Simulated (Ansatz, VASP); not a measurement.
## HfB2: VASP beside Ansatz

INCAR

```
SYSTEM = HfB2
PREC = Accurate
ENCUT = 600
EDIFF = 1E-7
ISMEAR = -1
SIGMA = 0.05
LREAL = .FALSE.
LASPH = .TRUE.
NELM = 80
ALGO = Normal
ISIF = 3
LWAVE = .FALSE.
LCHARG = .FALSE.
GGA = B5
ALDAX = 1.0
AGGAX = 1.0
AGGAC = 1.0
ALDAC = 0.0
IVDW = 13
VDW_S6 = 1.0
VDW_S8 = 2.34076671
VDW_A1 = 0.44488865
VDW_A2 = 4.0933009
IBRION = 2
NSW = 60
EDIFFG = -0.01
```

The input KPOINTS:

```
regular mesh
0
G
  10 10 8
  0 0 0
```

POSCAR

```
HfB2
1.0
    3.1400000000      0.0000000000      0.0000000000
   -1.5700000000      2.7193197679      0.0000000000
    0.0000000000      0.0000000000      3.4800000000
Hf B
1 2
Direct
    0.0000000000      0.0000000000      0.0000000000
    0.6666666667      0.3333333333      0.5000000000
    0.3333333333      0.6666666667      0.5000000000
```

File input.yaml:

```yaml
crystal:
  lattice:
    - [3.14, 0.0, 0.0]
    - [-1.57, 2.7193197679, 0.0]
    - [0.0, 0.0, 3.48]
  atoms:
    - { symbol: Hf, position: [0.0, 0.0, 0.0] }
    - { symbol: B, position: [0.6666666667, 0.3333333333, 0.5] }
    - { symbol: B, position: [0.3333333333, 0.6666666667, 0.5] }
hamiltonian:
  xc: blyp
  pseudopotentials: { kind: paw }
  dispersion: d4
kpoints:
  mp_grid: { grid: [10, 10, 8] }
scf:
  occupations: { method: fermi_dirac, width: 0.05 }
output:
  forces: true
  stress: true
  write_density: true
  write_potential: true
  elf: true
  volumetric_format: npy
relax:
  f_tol: 0.01
  max_steps: 40
  cell: { stress_tol: 0.05 }
```

Alike in both runs: task relaxation of cell and atoms; functional BLYP; dispersion D4; k mesh 10 × 10 × 8; occupations fermi-dirac, width 0.05 eV; no spin polarisation.

```csv
,VASP,Ansatz
version,VASP 6.6.1,Ansatz 0.2.0
potentials or method,"VASP PAW PBE potentials, release 64 (Hf_pv, B)",Ansatz PAW
plane-wave cutoff (eV),600,420
valence electrons in the cell,16,32
```

Ansatz gave:

| Quantity | Value |
| --- | --- |
| gap on the k mesh at the Fermi level, each at its own relaxed structure (eV) | none |
| relaxed volume (Å³/atom) | 9.77 |
| relaxed cell length with the largest relative difference (Å) | 3.472 |

Which values does VASP return?

gap on the k mesh at the Fermi level, each at its own relaxed structure (eV): none; relaxed volume (Å³/atom): 9.78; relaxed cell length with the largest relative difference (Å): 3.476.

VASP's potentials were made for PBE, not for BLYP. A gap of «none» marks a metal or a gap that the smearing closes. VASP's potentials hold 16 valence electrons a cell and Ansatz's 32, so a difference there can come from the potentials and not from the codes.

Spin-orbit coupling is off throughout. Noted on Ansatz's run: the plane-wave basis is chosen anew once the cell has moved, so the energies of steps on either side of that aren't comparable.
